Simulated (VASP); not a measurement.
# TmH (Fm-3m) in VASP: further runs, part 2 of 3

VASP 6.6.1. Earlier steps stand in the parts before.

**3. Single point, PBE**

This run uses another cell than the first one: it holds 4 atoms, not 2.

Input file INCAR:

```
SYSTEM = TmH
ALGO = Normal ; EDIFF = 1E-6
ENCUT = 500 ; GGA = PE
GGA_COMPAT = .False. ; ISIF = 2
ISMEAR = 0 ; LASPH = .True.
LCHARG = .False. ; LMAXMIX = 6
LREAL = .False. ; LWAVE = .False.
NBANDS = 18 ; NELM = 200
PREC = Accurate ; SIGMA = 0.2
```

Input file KPOINTS:

```
k-points
0
Gamma
  8 8 8
  0 0 0
```

Input file POSCAR:

```
TmH
1.0
    0.0000000000     -2.4142484282     -2.4142484282
   -2.4142484282      0.0000000000     -2.4142484282
    2.4142484282      2.4142484282     -4.8284968565
Tm H
2 2
Direct
    0.2500000000      0.2500000000      0.2500000000
    0.7500000000      0.7500000000      0.7500000000
    0.5000000000      0.5000000000      0.5000000000
    1.0000000000      0.0000000000      0.0000000000
```

Potentials or basis: VASP PAW PBE potentials, release 64 (Tm_3, H), 4f in core.

On the command line:

```bash
$ cat potpaw_PBE.64/Tm_3/POTCAR potpaw_PBE.64/H/POTCAR > POTCAR
$ mpirun -np 1 vasp_std > vasp.out
```

OUTCAR:

```text
SYSTEM = TmH
   EDIFF = 1E-6
   ENCUT = 500
   GGA = PE
   ISIF = 2
   ISMEAR = 0
   LASPH = .True.
   LREAL = .False.
   NELM = 200
   PREC = Accurate

 ion  position               nearest neighbor table
   1  0.250  0.250  0.250-   2 3.41   2 3.41   2 3.41   2 3.41   2 3.41   2 3.41
   2  0.750  0.750  0.750-   1 3.41   1 3.41   1 3.41   1 3.41   1 3.41   1 3.41
   3  0.500  0.500  0.500-
   4  0.000  0.000  0.000-

  LATTYP: Found a trigonal (rhomboedric) cell.
 ALAT       =     5.9136767614
 COS(alpha) =     0.8333333333

  Lattice vectors:

 A1 = (   2.4142484282,   4.8284968564,  -2.4142484283)
 A2 = (   4.8284968564,   2.4142484282,  -2.4142484283)
 A3 = (   2.4142484282,   2.4142484282,  -4.8284968565)

Analysis of symmetry for initial positions (statically):
=====================================================================
 Subroutine PRICEL returns following result:

  LATTYP: Found a face centered cubic cell.
 ALAT       =     4.8284968564

  Lattice vectors:

 A1 = (   0.0000000000,  -2.4142484282,   2.4142484282)
 A2 = (   2.4142484282,  -2.4142484282,  -0.0000000000)
 A3 = (   2.4142484282,   0.0000000000,   2.4142484282)

   2 primitive cells build up your supercell.

 Routine SETGRP: Setting up the symmetry group for a
 trigonal (rhombohedral) supercell.

 Subroutine GETGRP returns: Found 12 space group operations
 (whereof 12 operations were pure point group operations)
 out of a pool of 12 trial point group operations.

The static configuration has the point symmetry D_3d.

Analysis of symmetry for dynamics (positions and initial velocities):
=====================================================================
 Subroutine PRICEL returns following result:

  LATTYP: Found a face centered cubic cell.
 ALAT       =     4.8284968564

  Lattice vectors:

 A1 = (   0.0000000000,  -2.4142484282,   2.4142484282)
 A2 = (   2.4142484282,  -2.4142484282,  -0.0000000000)
 A3 = (   2.4142484282,   0.0000000000,   2.4142484282)

   2 primitive cells build up your supercell.

 Routine SETGRP: Setting up the symmetry group for a
 trigonal (rhombohedral) supercell.

 Subroutine GETGRP returns: Found 12 space group operations
 (whereof 12 operations were pure point group operations)
 out of a pool of 12 trial point group operations.

The dynamic configuration has the point symmetry D_3d.

 Subroutine INISYM returns: Found 12 space group operations
 (whereof 12 operations are pure point group operations),
 and found     2 'primitive' translations

----------------------------------------------------------------------------------------

                                     Primitive cell

  volume of cell :      28.1434

  direct lattice vectors                    reciprocal lattice vectors
     0.000000000 -2.414248428  2.414248428    -0.207103790 -0.207103790  0.207103790
     2.414248428 -2.414248428 -0.000000000     0.207103790 -0.207103790 -0.207103790
     2.414248428  0.000000000  2.414248428     0.207103790  0.207103790  0.207103790

  length of vectors
     3.414262870  3.414262870  3.414262870     0.358714287  0.358714287  0.358714287

  position of ions in fractional coordinates (direct lattice)
     0.500000000  0.500000000  0.500000000
     0.000000000  1.000000000  0.000000000

[... 21 lines left out ...]
     0.042930348  0.042930348  0.022419643

  Shift w.r.t. Gamma in fractional coordinates (k-lattice)
     0.000000000  0.000000000  0.000000000

 Subroutine IBZKPT returns following result:
 ===========================================

 Found     65 irreducible k-points:

 Following reciprocal coordinates:
            Coordinates               Weight
  0.000000  0.000000  0.000000      1.000000
  0.125000  0.000000  0.000000      6.000000
  0.250000  0.000000  0.000000      6.000000
  0.375000  0.000000 -0.000000      6.000000
  0.500000  0.000000  0.000000      3.000000
  0.125000  0.125000  0.000000      6.000000
[... 16 lines left out ...]
  0.250000  0.000000  0.125000      6.000000
  0.375000  0.000000  0.125000      6.000000
 [... further k-points ...]
   k-points           NKPTS =     65   k-points in BZ     NKDIM =     65   number of bands    NBANDS=     18
   number of dos      NEDOS =    301   number of ions     NIONS =      4
   total plane-waves  NPLWV =  37632
   dimension x,y,z NGX =    28 NGY =   28 NGZ =   48
   dimension x,y,z NGXF=    56 NGYF=   56 NGZF=   96
   ions per type =               2   2
   NGX,Y,Z   is equivalent  to a cutoff of  13.63, 13.63, 13.49 a.u.
   NGXF,Y,Z  is equivalent  to a cutoff of  27.27, 27.27, 26.99 a.u.
 SYSTEM =  TmH
   PREC   = accura    normal or accurate (medium, high low for compatibility)
   ISTART =      0    job   : 0-new  1-cont  2-samecut
   ICHARG =      2    charge: 1-file 2-atom 10-const
   ISPIN  =      1    spin polarized calculation?
   LNONCOLLINEAR =      F non collinear calculations
   LSORBIT =      F    spin-orbit coupling
   LASPH  =      T    aspherical Exc in radial PAW
   ENCUT  =  500.0 eV  36.75 Ry    6.06 a.u.   6.22  6.22 10.78*2*pi/ulx,y,z
   NELM   =    200;   NELMIN=  2; NELMDL= -5     # of ELM steps
   EDIFF  = 0.1E-05   stopping-criterion for ELM
   LREAL  =      F    real-space projection
[... 7 lines left out ...]
   TEBEG  =    0.0;   TEEND  =   0.0 temperature during run
   PSTRESS=    0.0 pullay stress
   NELECT =      20.0000    total number of electrons
   NUPDOWN=      -1.0000    fix difference up-down
   EMIN   =  10.00;   EMAX   =-10.00  energy-range for DOS
   EFERMI =   0.00;   METHOD = LEGACY
   ISMEAR =     0;   SIGMA  =   0.20  broadening in eV -4-tet -1-fermi 0-gaus
   EFERMI_NEDOS =   21; number of points for ismear=-14 and -15
   IALGO  =     38    algorithm
   IMIX   =      4    mixing-type and parameters
     AMIX     =   0.40;   BMIX     =  1.00
     AMIX_MAG =   1.60;   BMIX_MAG =  1.00
  volume/ion in A,a.u.               =      14.07        94.96
  Fermi-wavevector in a.u.,A,eV,Ry     =   1.159532  2.191198 18.293241  1.344515
  Thomas-Fermi vector in A             =   2.296124
   LORBIT       =      0    0 simple, 1 ext, 2 COOP (PROOUT), +10 PAW based schemes
   GGA     = PE    functional components
   LHFCALC =     F    Hartree Fock is set to
   AEXX    =    0.0000 exact exchange contribution
   IVDW    =     0    specifies the selected vdW correction
   LEPSILON=     F    determine dielectric tensor
   LRPA    =     F    only Hartree local field effects (RPA)
 non-spin polarized calculation
 Gauss-broadening in eV      SIGMA  =   0.20
  energy-cutoff  :      500.00
  volume of cell :       56.29
 maximum number of plane-waves:      1446
 NGX is ok and might be reduce to    28

 number of electron      20.0000002 magnetization

 Free energy of the ion-electron system (eV)
  ---------------------------------------------------
  ext. energy  EPLUGINS =         0.00000000
  ---------------------------------------------------
  free energy    TOTEN  =       -16.98679159 eV

  energy without entropy =      -16.92529209  energy(sigma->0) =      -16.95604184

 E-fermi :   4.0394     XC(G=0): -10.6418

 val. band max:        4.0268888713   @ k =  -0.1250  -0.2500   0.2500
 cond. band min:       4.0491503469   @ k =  -0.1250  -0.2500   0.2500
 fundamental gap:      0.0222614756
 Fermi energy:         4.0393678964

 k-point     1 :       0.0000    0.0000    0.0000
  band No.  band energies     occupation
      1     -21.7246      2.00000
      2     -21.0656      2.00000
      3     -21.0656      2.00000
      4     -20.9730      2.00000
      5     -20.9730      2.00000
      6     -20.9693      2.00000
[... 481 lines left out ...]
      5     -21.0849      2.00000
      6     -21.0839      2.00000
[... 10 lines left out ...]
     17       9.8713      0.00000
     18       9.9261      0.00000

 [... further k-points ...]

------------------------ aborting loop because EDIFF is reached ----------------------------------------

  FORCE on cell =-STRESS in cart. coord.  units (eV):
  Direction    XX          YY          ZZ          XY          YZ          ZX
  --------------------------------------------------------------------------------------
  -------------------------------------------------------------------------------------
  Total        0.2946560      0.2946560      0.2946560     -0.0359388      0.0359388      0.0359388
  in kB        8.3872587      8.3872587      8.3872587     -1.0229837      1.0229837      1.0229837
  external PRESSURE =       8.3872587 kB  Pullay stress =       0.0000000 kB

 VOLUME and BASIS-vectors are now :
 -----------------------------------------------------------------------------
  energy-cutoff  :      500.00
  volume of cell :       56.29
      direct lattice vectors                 reciprocal lattice vectors
     0.000000000 -2.414248428 -2.414248428     0.103551895 -0.310655685 -0.103551895
    -2.414248428  0.000000000 -2.414248428    -0.310655685  0.103551895 -0.103551895
     2.414248428  2.414248428 -4.828496857     0.103551895  0.103551895 -0.103551895

 POSITION                                       TOTAL-FORCE (eV/Angst)
 -----------------------------------------------------------------------------------
      0.00000      0.00000     -2.41425        -0.000000     -0.000000     -0.000000
      0.00000      0.00000     -7.24275         0.000000      0.000000     -0.000000
      0.00000      0.00000     -4.82850         0.000000      0.000000      0.000000
      0.00000      0.00000      0.00000         0.000000      0.000000     -0.000000
 -----------------------------------------------------------------------------------
    total drift:                               -0.000000      0.000000     -0.000000

  FREE ENERGIE OF THE ION-ELECTRON SYSTEM (eV)
  ---------------------------------------------------
  free  energy   TOTEN  =       -16.9867915867 eV

  energy  without entropy=      -16.9252920903  energy(sigma->0) =      -16.95604184
```

OSZICAR:

```text
N       E                     dE             d eps       ncg     rms          rms(c)
DAV:   1     0.766475257088E+02    0.76648E+02   -0.81607E+03  2348   0.101E+03
DAV:   2    -0.120594555284E+02   -0.88707E+02   -0.86849E+02  2364   0.339E+02
DAV:   3    -0.172042752630E+02   -0.51448E+01   -0.49758E+01  3806   0.563E+01
DAV:   4    -0.173050922862E+02   -0.10082E+00   -0.99008E-01  3604   0.735E+00
DAV:   5    -0.173062566928E+02   -0.11644E-02   -0.11640E-02  3644   0.758E-01    0.253E+01
DAV:   6    -0.170052183917E+02    0.30104E+00   -0.38149E-01  3780   0.370E+00    0.156E+01
DAV:   7    -0.170069478721E+02   -0.17295E-02   -0.59594E-01  3908   0.435E+00    0.137E+00
DAV:   8    -0.169867036899E+02    0.20244E-01   -0.90743E-02  3770   0.182E+00    0.521E-01
DAV:   9    -0.169867962587E+02   -0.92569E-04   -0.34636E-03  3028   0.349E-01    0.124E-01
DAV:  10    -0.169868102229E+02   -0.13964E-04   -0.45880E-04  3902   0.117E-01    0.143E-01
DAV:  11    -0.169867909999E+02    0.19223E-04   -0.98363E-05  3742   0.587E-02    0.112E-02
DAV:  12    -0.169867915867E+02   -0.58682E-06   -0.37409E-06  2782   0.135E-02
   1 F= -.16986792E+02 E0= -.16956042E+02  d E =-.614995E-01
```

stdout:

```text
POSCAR found type information on POSCAR TmH
 POSCAR found :  2 types and       4 ions
 scaLAPACK will be used
 LDA part: xc-table for (Slater+PW92), standard interpolation
 POSCAR, INCAR and KPOINTS ok, starting setup
 FFT: planning ... GRIDC
 FFT: planning ... GRID_SOFT
 FFT: planning ... GRID
 WAVECAR not read
 entering main loop
```

It took 1.8 min on 1 thread of Intel Xeon Platinum 8259CL at 2.50GHz (Skylake/Cascade Lake), shared host; peak memory 0.21 GiB.

The run converged, but its numbers aren't listed here, since they failed a check.

Caveat: the result breaks the symmetry of the cell; spin-orbit coupling is left out, which moves the levels of the heavy elements; the 4f electrons are frozen in the core, so they carry no moment and show no levels.

**4. Single point, PBE**

This run uses another cell than the first one, of 14.07 Å³/atom.

Input file INCAR:

```
PREC = Accurate ; ENCUT = 500
EDIFF = 1E-6 ; ISMEAR = 0
SIGMA = 0.1 ; LREAL = F
LASPH = T ; NELM = 200
ALGO = Normal ; ISIF = 2
LWAVE = F ; LCHARG = F
GGA = PE ; NBANDS = 12
GGA_COMPAT = F ; LMAXMIX = 6
```

Input file KPOINTS:

```
regular mesh
0
Gamma
  20 20 20
```

Input file POSCAR:

```
TmH
1.0
    0.0000000000      2.4142484282      2.4142484282
    2.4142484282      0.0000000000      2.4142484282
    2.4142484282      2.4142484282      0.0000000000
Tm H
1 1
Direct
    0.5000000000      0.5000000000      0.5000000000
    0.0000000000      0.0000000000      0.0000000000
```

On the command line:

```bash
$ cat potpaw_PBE.64/Tm_3/POTCAR potpaw_PBE.64/H/POTCAR > POTCAR
$ mpirun -np 1 vasp_std > vasp.out
```

Wall time 2.1 min (1 thread of Intel Xeon Platinum 8259CL at 2.50GHz (Skylake/Cascade Lake), shared host); peak memory 0.23 GiB.

It converged, with:

| Item | Value |
| --- | --- |
| Free energy | -8.4921 eV |
| Pressure | 0.7 GPa |
| Band gap on the k mesh | zero (bands 5 and 6 overlap by 2.27 eV) |

Levels at points of the mesh, in eV from the Fermi level:
| k point | band 1 | band 2 | band 3 | band 4 | band 5 | band 6 | band 7 | band 8 | band 9 | band 10 |
| --- | --- | --- | --- | --- | --- | --- | --- | --- | --- | --- |
| (0.00, 0.00, 0.00) | -25.03 | -25.03 | -25.03 | -8.66 | 1.84 | 1.84 | 1.84 | 4.33 | 4.33 | 5.84 |
| (0.50, 0.00, 0.00) | -25.78 | -25.12 | -25.12 | -4.51 | -3.18 | 1.26 | 1.26 | 6.21 | 6.30 | 6.30 |
| (0.50, 0.50, 0.00) | -25.70 | -25.29 | -25.29 | -6.46 | -1.40 | 1.76 | 6.29 | 7.01 | 7.01 | 7.61 |

Caveat: spin-orbit coupling is left out, which moves the levels of the heavy elements; the 4f electrons are frozen in the core, so they carry no moment and show no levels.

[end of part 2 of 3]

The gap in the log of VASP goes by the Fermi energy; the results here count the filled bands.